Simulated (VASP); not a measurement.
Here is a VASP 6.6.1 calculation.

Contents of INCAR:

```
PREC = Accurate
ENCUT = 520
EDIFF = 1E-6
ISMEAR = 0
SIGMA = 0.05
LREAL = False
LASPH = True
NELM = 60
ALGO = Normal
ISIF = 2
LWAVE = False
LCHARG = True
GGA = PE
LELF = True
LVHAR = True
NBANDS = 35
```

Contents of KPOINTS:

```
Automatic mesh
0
Gamma
  6 4 8
```

File POSCAR:

```
Al2O3
1.0
    4.9006636963      0.0000000000      0.0000000000
    0.0000000000     10.0916786602      0.0000000000
    0.0000000000      0.0000000000      3.0257116887
Al O
4 6
Direct
    0.4317423466      0.3295573566      0.5000000000
    0.5682576534      0.6704426434      0.5000000000
    0.9317423466      0.1704426434      0.0000000000
    0.0682576534      0.8295573566      0.0000000000
    0.7545470293      0.2269610254      0.5000000000
    0.0000000000      0.0000000000      0.0000000000
    0.7454529707      0.7269610254      0.0000000000
    0.2545470293      0.2730389746      0.0000000000
    0.2454529707      0.7730389746      0.5000000000
    0.5000000000      0.5000000000      0.5000000000
```

Potentials or basis: VASP PAW PBE potentials, release 64 (Al, O).

The run is started by

```bash
$ cat potpaw_PBE.64/Al/POTCAR potpaw_PBE.64/O/POTCAR > POTCAR
$ mpirun -np 1 vasp_std > vasp.out
```

(1) Estimate the largest force.

(2) Predict the band gap on the k mesh.

(3) What does it give for the pressure?

Answers

(1) 0.863 eV/Å.

(2) 2.67 eV.

(3) -9.7 GPa.

Caveat: the cell differs from its parent crystal (strain +0.040 along x and y, +0.000 along z); the stress differs along the axes, from -17 to -4 GPa.
